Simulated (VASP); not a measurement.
# Si (Fd-3m) in VASP: further runs, part 2 of 3

VASP 6.6.1. The steps go on from the part before.

### 4 Dielectric tensor, PBEsol

This run uses another cell than the first one: it holds 2 atoms, not 8.

Contents of INCAR:

```
ALGO = Normal
EDIFF = 1E-8
ENCUT = 520
GGA = PS
ISIF = 2
ISMEAR = 0
LASPH = T
LCHARG = F
LEPSILON = T
LREAL = F
LWAVE = F
NELM = 100
PREC = Accurate
SIGMA = 0.01
```

Contents of KPOINTS:

```
k-points
0
Gamma
  9 9 9
```

Contents of POSCAR:

```
Si
1.0
    0.0000000000      2.7135600000      2.7135600000
    2.7135600000      0.0000000000      2.7135600000
    2.7135600000      2.7135600000      0.0000000000
Si
2
Direct
    0.7500000000      0.7500000000      0.7500000000
    0.5000000000      0.5000000000      0.5000000000
```

Potentials or basis: VASP PAW PBE potentials, release 64 (Si).

On the command line:

```
$ cat potpaw_PBE.64/Si/POTCAR > POTCAR
$ mpirun -np 1 vasp_std > vasp.out
```

OUTCAR:

```text
EDIFF = 1E-8
   ENCUT = 520
   GGA = PS
   ISIF = 2
   ISMEAR = 0
   LASPH = T
   LEPSILON = T
   LREAL = F
   NELM = 100
   PREC = Accurate

 ion  position               nearest neighbor table
   1  0.750  0.750  0.750-   2 2.35   2 2.35   2 2.35   2 2.35
   2  0.500  0.500  0.500-   1 2.35   1 2.35   1 2.35   1 2.35

  LATTYP: Found a face centered cubic cell.
 ALAT       =     5.4271200000

  Lattice vectors:

 A1 = (   0.0000000000,   2.7135600000,   2.7135600000)
 A2 = (   2.7135600000,   0.0000000000,   2.7135600000)
 A3 = (   2.7135600000,   2.7135600000,   0.0000000000)
[... 511 lines left out ...]

 PIEZOELECTRIC TENSOR FIELD DIRECTION 3  (C/m^2)
 -----------------------------------------------------------------------------
     0.00094  0.00000  0.00000
     0.00000  0.00094  0.00000
     0.00000  0.00000 -0.00353

 MACROSCOPIC STATIC DIELECTRIC TENSOR (including local field effects in DFT)
 ------------------------------------------------------
          14.075803    -0.000000     0.000000
          -0.000000    14.075803     0.000000
           0.000000    -0.000000    14.075803
 ------------------------------------------------------

 PIEZOELECTRIC TENSOR (including local field effects)  for field in x, y, z        (e  Angst)
          XX          YY          ZZ          XY          YZ          ZX
  --------------------------------------------------------------------------------
  x     0.00000    -0.00000    -0.00000     0.00000     0.00000    -0.00000
  y    -0.00000    -0.00000     0.00000    -0.00000    -0.00000     0.00000
  z     0.00000     0.00000     0.00000     0.00000    -0.00000     0.00000

 PIEZOELECTRIC TENSOR (including local field effects)  for field in x, y, z        (C/m^2)
          XX          YY          ZZ          XY          YZ          ZX
  --------------------------------------------------------------------------------
  x     0.00000    -0.00000    -0.00000     0.00000     0.00000    -0.00000
  y    -0.00000    -0.00000     0.00000    -0.00000    -0.00000     0.00000
  z     0.00000     0.00000     0.00000     0.00000    -0.00000     0.00000

 BORN EFFECTIVE CHARGES (including local field effects) (in |e|, cummulative output)
 ---------------------------------------------------------------------------------
 ion    1
    1    -0.00000     0.00000     0.00000
    2    -0.00000    -0.00000     0.00000
    3     0.00000     0.00000     0.00000
 ion    2
    1     0.00000     0.00000     0.00000
    2     0.00000     0.00000     0.00000
    3     0.00000     0.00000    -0.00000
```

OSZICAR:

```text
N       E                     dE             d eps       ncg     rms          rms(c)
DAV:   1     0.935605910186E+01    0.93561E+01   -0.33908E+03   560   0.804E+02
DAV:   2    -0.114219165718E+02   -0.20778E+02   -0.20247E+02   864   0.854E+01
DAV:   3    -0.117149023861E+02   -0.29299E+00   -0.29299E+00   712   0.130E+01
[... 12 lines left out ...]
RMM:   6    -0.153450394679E+01   -0.62298E-03   -0.25766E-05  1971   0.387E-02    0.145E-02
RMM:   7    -0.153488068351E+01   -0.37674E-03   -0.39946E-06  1931   0.169E-02    0.101E-03
RMM:   8    -0.153492629945E+01   -0.45616E-04   -0.13375E-07  2052   0.214E-03    0.298E-04
RMM:   9    -0.153492379332E+01    0.25061E-05   -0.64927E-08  1997   0.837E-04    0.113E-04
RMM:  10    -0.153492583269E+01   -0.20394E-05   -0.30953E-07  1822   0.117E-04    0.164E-05
RMM:  11    -0.153492600912E+01   -0.17643E-06   -0.10147E-07   948   0.400E-05    0.251E-06
```

stdout:

```text
POSCAR found type information on POSCAR Si
 POSCAR found :  1 types and       2 ions
 scaLAPACK will be used
 -----------------------------------------------------------------------------
|                                                                             |
|                                                                             |
|     You enforced a specific xc type in the INCAR file but a different       |
[... 28 lines left out ...]
  Direction:   1
 dielectric tensor                  component  1 :    14.076     7.109     1.623
 Linear response to external field, progress :
  Direction:   2
 dielectric tensor                  component  2 :     6.732    14.076    -1.017
 Linear response to external field, progress :
  Direction:   3
 dielectric tensor                  component  3 :     1.249     4.466    14.076
 Born effective charges drift removed
```

Wall time 68 s (1 thread of Intel Xeon 6975P-C (Granite Rapids), shared host); peak memory 0.2 GiB.

What came out:

```yaml
Band_gap_on_the_k_mesh: 0.46 eV, indirect (least direct gap 2.52 eV)
Electronic_dielectric_tensor_diagonal: 14.08
Born_charges_mean_of_the_diagonal: Si +0.00 e
```

Levels at points of the mesh, in eV from the valence-band top:
```
           k point  band 2  band 3  band 4  band 5  band 6  band 7
(0.00, 0.00, 0.00)    0.00    0.00    0.00    2.52    2.52    2.52
```

Electronic dielectric tensor:
```
14.08  0.00  0.00
 0.00 14.08  0.00
 0.00  0.00 14.08
```

Born effective charge tensors (e):
atom 1, Si
```
0.00 0.00 0.00
0.00 0.00 0.00
0.00 0.00 0.00
```
atom 2, Si
```
0.00 0.00 0.00
0.00 0.00 0.00
0.00 0.00 0.00
```

Caveat: the gap is small at this level, which inflates the dielectric constant; the PAW data sets were made with another functional, which shifts forces and pressure a little.

### 5 Electric field gradients, PBEsol

This run uses another cell than the first one: it holds 16 atoms, not 8.

Contents of INCAR:

```
  PREC = Accurate
  ENCUT = 520
  EDIFF = 1E-8
  ISMEAR = 0
  SIGMA = 0.01
  LREAL = Auto
  LASPH = T
  NELM = 60
  ALGO = Normal
  ISIF = 2
  LWAVE = F
  LCHARG = F
  GGA = PS
  LEFG = T
  NBANDS = 46
```

Contents of KPOINTS:

```
Automatic mesh
0
Gamma
  4 4 4
```

Contents of POSCAR:

```
Si
1.0
    0.0000000000      5.4271200000      5.4271200000
    5.4271200000      0.0000000000      5.4271200000
    5.4271200000      5.4271200000      0.0000000000
Si
16
Direct
    0.3750000000      0.3750000000      0.3750000000
    0.3750000000      0.3750000000      0.8750000000
    0.3750000000      0.8750000000      0.3750000000
    0.3750000000      0.8750000000      0.8750000000
    0.8750000000      0.3750000000      0.3750000000
    0.8750000000      0.3750000000      0.8750000000
    0.8750000000      0.8750000000      0.3750000000
    0.8750000000      0.8750000000      0.8750000000
    0.2500000000      0.2500000000      0.2500000000
    0.2500000000      0.2500000000      0.7500000000
    0.2500000000      0.7500000000      0.2500000000
    0.2500000000      0.7500000000      0.7500000000
    0.7500000000      0.2500000000      0.2500000000
    0.7500000000      0.2500000000      0.7500000000
    0.7500000000      0.7500000000      0.2500000000
    0.7500000000      0.7500000000      0.7500000000
```

Potentials or basis: VASP PAW PBE potentials, release 64 (Si).

On the command line:

```
$ cat potpaw_PBE.64/Si/POTCAR > POTCAR
$ mpirun -np 1 vasp_std > vasp.out
```

OUTCAR:

```text
PREC = Accurate
   ENCUT = 520
   EDIFF = 1E-8
   ISMEAR = 0
   LREAL = Auto
   LASPH = T
   NELM = 60
   ISIF = 2
   GGA = PS

 ion  position               nearest neighbor table
   1  0.375  0.375  0.375-   9 2.35  10 2.35  11 2.35  13 2.35
   2  0.375  0.375  0.875-   9 2.35  10 2.35  12 2.35  14 2.35
   3  0.375  0.875  0.375-   9 2.35  11 2.35  12 2.35  15 2.35
   4  0.375  0.875  0.875-  10 2.35  11 2.35  12 2.35  16 2.35
   5  0.875  0.375  0.375-   9 2.35  13 2.35  14 2.35  15 2.35
   6  0.875  0.375  0.875-  10 2.35  13 2.35  14 2.35  16 2.35
[... 8 lines left out ...]
  15  0.750  0.750  0.250-   3 2.35   5 2.35   7 2.35   8 2.35
  16  0.750  0.750  0.750-   4 2.35   6 2.35   7 2.35   8 2.35
[... 6 lines left out ...]
 A1 = (   0.0000000000,   5.4271200000,   5.4271200000)
 A2 = (   5.4271200000,   0.0000000000,   5.4271200000)
 A3 = (   5.4271200000,   5.4271200000,   0.0000000000)

Analysis of symmetry for initial positions (statically):
=====================================================================
[... 632 lines left out ...]
----------------------------------------------------------------------
 ion       V_xx      V_yy      V_zz     asymmetry (V_yy - V_xx)/ V_zz
----------------------------------------------------------------------
   1      -0.000    -0.000     0.000       0.000
   2      -0.000    -0.000     0.000       0.000
   3      -0.000    -0.000     0.000       0.000
   4      -0.000    -0.000     0.000       0.000
   5      -0.000    -0.000     0.000       0.000
   6      -0.000    -0.000     0.000       0.000
[... 8 lines left out ...]
  15      -0.000    -0.000     0.000       0.000
  16      -0.000    -0.000     0.000       0.000
----------------------------------------------------------------------

           NMR quadrupolar parameters

 Cq : quadrupolar parameter    Cq=e*Q*V_zz/h
 eta: asymmetry parameters     (V_yy - V_xx)/ V_zz
 Q  : nuclear electric quadrupole moment in mb (millibarn)
----------------------------------------------------------------------
 ion       Cq(MHz)       eta       Q (mb)
----------------------------------------------------------------------
   1       0.000       0.000       1.000
   2       0.000       0.000       1.000
   3       0.000       0.000       1.000
   4       0.000       0.000       1.000
   5       0.000       0.000       1.000
   6       0.000       0.000       1.000
[... 8 lines left out ...]
  15       0.000       0.000       1.000
  16       0.000       0.000       1.000
----------------------------------------------------------------------
```

OSZICAR:

```text
N       E                     dE             d eps       ncg     rms          rms(c)
DAV:   1     0.152587028243E+03    0.15259E+03   -0.24273E+04   736   0.115E+03
DAV:   2    -0.793553845769E+02   -0.23194E+03   -0.21375E+03   882   0.168E+02
DAV:   3    -0.934647780680E+02   -0.14109E+02   -0.13847E+02   976   0.373E+01
DAV:   4    -0.937151785264E+02   -0.25040E+00   -0.24950E+00   914   0.619E+00
DAV:   5    -0.937217734117E+02   -0.65949E-02   -0.65904E-02   888   0.967E-01    0.141E+01
DAV:   6    -0.924774407233E+02    0.12443E+01   -0.61401E-01   856   0.223E+00    0.850E+00
DAV:   7    -0.919133878482E+02    0.56405E+00   -0.12115E+00   862   0.320E+00    0.498E-01
DAV:   8    -0.919174708137E+02   -0.40830E-02   -0.71623E-02   824   0.907E-01    0.177E-01
DAV:   9    -0.919177637093E+02   -0.29290E-03   -0.20968E-03   946   0.165E-01    0.168E-01
DAV:  10    -0.919179914210E+02   -0.22771E-03   -0.58329E-04   798   0.812E-02    0.121E-01
DAV:  11    -0.919179985711E+02   -0.71501E-05   -0.19313E-05   874   0.163E-02    0.327E-03
DAV:  12    -0.919179989392E+02   -0.36804E-06   -0.62988E-07   916   0.306E-03    0.391E-03
DAV:  13    -0.919179984414E+02    0.49779E-06   -0.25191E-07   848   0.194E-03    0.104E-04
DAV:  14    -0.919179984591E+02   -0.17651E-07   -0.21662E-09   572   0.193E-04    0.428E-05
DAV:  15    -0.919179984794E+02   -0.20322E-07   -0.27178E-10   518   0.793E-05    0.273E-05
DAV:  16    -0.919179984758E+02    0.35798E-08   -0.15491E-11   518   0.316E-05
   1 F= -.91917998E+02 E0= -.91917998E+02  d E =-.423436E-26
```

Wall time 2.1 min (1 thread of Intel Xeon 6975P-C (Granite Rapids), shared host); peak memory 0.46 GiB.

What came out:

* Free energy: -91.9180 eV
* Pressure: 0.4 GPa
* Band gap on the k mesh: 0.50 eV

Levels at points of the mesh, in eV from the valence-band top:
```tsv
k point	band 29	band 30	band 31	band 32	band 33	band 34	band 35	band 36
(0.00, 0.00, 0.00)	-1.21	0.00	0.00	0.00	0.58	0.58	0.58	0.58
(0.50, 0.00, 0.00)	-0.77	-0.77	-0.77	-0.77	1.41	1.41	1.41	1.41
(0.50, 0.50, 0.00)	-1.34	-1.34	-1.34	-1.34	1.03	1.03	2.37	2.37
```

Caveat: without QUAD_EFG the Cq values of the log hold for a quadrupole moment of 1 mb, not for the nuclei; the PAW data sets were made with another functional, which shifts forces and pressure a little. A k mesh can miss the band edges.

### 6 Electric field gradients, PBEsol

This run uses another cell than the first one: it holds 16 atoms, not 8.

Contents of INCAR:

```
SYSTEM = Si
ALGO = Normal ; EDIFF = 1E-8
ENCUT = 520 ; GGA = PS
ISIF = 2 ; ISMEAR = 0
LASPH = .TRUE. ; LCHARG = .FALSE.
LEFG = .TRUE. ; LREAL = Auto
LWAVE = .FALSE. ; NBANDS = 46
NELM = 80 ; PREC = Accurate
SIGMA = 0.01
```

Contents of KPOINTS:

```
k-points
0
G
  4 4 4
  0 0 0
```

POSCAR is that of step 5.

Potentials or basis: VASP PAW PBE potentials, release 64 (Si).

On the command line:

```
$ cat potpaw_PBE.64/Si/POTCAR > POTCAR
$ mpirun -np 1 vasp_std > vasp.out
```

OUTCAR:

```text
SYSTEM = Si
   EDIFF = 1E-8
   ENCUT = 520
   GGA = PS
   ISIF = 2
   ISMEAR = 0
   LASPH = .TRUE.
   LREAL = Auto
   NELM = 80
   PREC = Accurate

 ion  position               nearest neighbor table
   1  0.375  0.375  0.375-   9 2.35  10 2.35  11 2.35  13 2.35
   2  0.375  0.375  0.875-   9 2.35  10 2.35  12 2.35  14 2.35
   3  0.375  0.875  0.375-   9 2.35  11 2.35  12 2.35  15 2.35
   4  0.375  0.875  0.875-  10 2.35  11 2.35  12 2.35  16 2.35
   5  0.875  0.375  0.375-   9 2.35  13 2.35  14 2.35  15 2.35
   6  0.875  0.375  0.875-  10 2.35  13 2.35  14 2.35  16 2.35
[... 8 lines left out ...]
  15  0.750  0.750  0.250-   3 2.35   5 2.35   7 2.35   8 2.35
  16  0.750  0.750  0.750-   4 2.35   6 2.35   7 2.35   8 2.35
[... 6 lines left out ...]
 A1 = (   0.0000000000,   5.4271200000,   5.4271200000)
 A2 = (   5.4271200000,   0.0000000000,   5.4271200000)
 A3 = (   5.4271200000,   5.4271200000,   0.0000000000)

[... 631 lines left out ...]

 Electric field gradients after diagonalization (V/A^2)
 (convention: |V_zz| > |V_xx| > |V_yy|)
----------------------------------------------------------------------
 ion       V_xx      V_yy      V_zz     asymmetry (V_yy - V_xx)/ V_zz
----------------------------------------------------------------------
   1      -0.000    -0.000     0.000       0.000
   2      -0.000    -0.000     0.000       0.000
   3      -0.000    -0.000     0.000       0.000
   4      -0.000    -0.000     0.000       0.000
   5      -0.000    -0.000     0.000       0.000
   6      -0.000    -0.000     0.000       0.000
[... 8 lines left out ...]
  15      -0.000    -0.000     0.000       0.000
  16      -0.000    -0.000     0.000       0.000
----------------------------------------------------------------------

           NMR quadrupolar parameters

 Cq : quadrupolar parameter    Cq=e*Q*V_zz/h
 eta: asymmetry parameters     (V_yy - V_xx)/ V_zz
 Q  : nuclear electric quadrupole moment in mb (millibarn)
----------------------------------------------------------------------
 ion       Cq(MHz)       eta       Q (mb)
----------------------------------------------------------------------
   1       0.000       0.000       1.000
   2       0.000       0.000       1.000
   3       0.000       0.000       1.000
   4       0.000       0.000       1.000
   5       0.000       0.000       1.000
   6       0.000       0.000       1.000
[... 8 lines left out ...]
  15       0.000       0.000       1.000
  16       0.000       0.000       1.000
----------------------------------------------------------------------
```

It took 1.8 min on 1 thread of Intel Xeon 6975P-C (Granite Rapids), shared host; peak memory 0.46 GiB.

What came out:

```
Free energy            : -91.9180 eV
Pressure               : 0.4 GPa
Band gap on the k mesh : 0.50 eV
```

Caveat: without QUAD_EFG the Cq values of the log hold for a quadrupole moment of 1 mb, not for the nuclei; the PAW data sets were made with another functional, which shifts forces and pressure a little. A k mesh can miss the band edges.

[end of part 2 of 3]
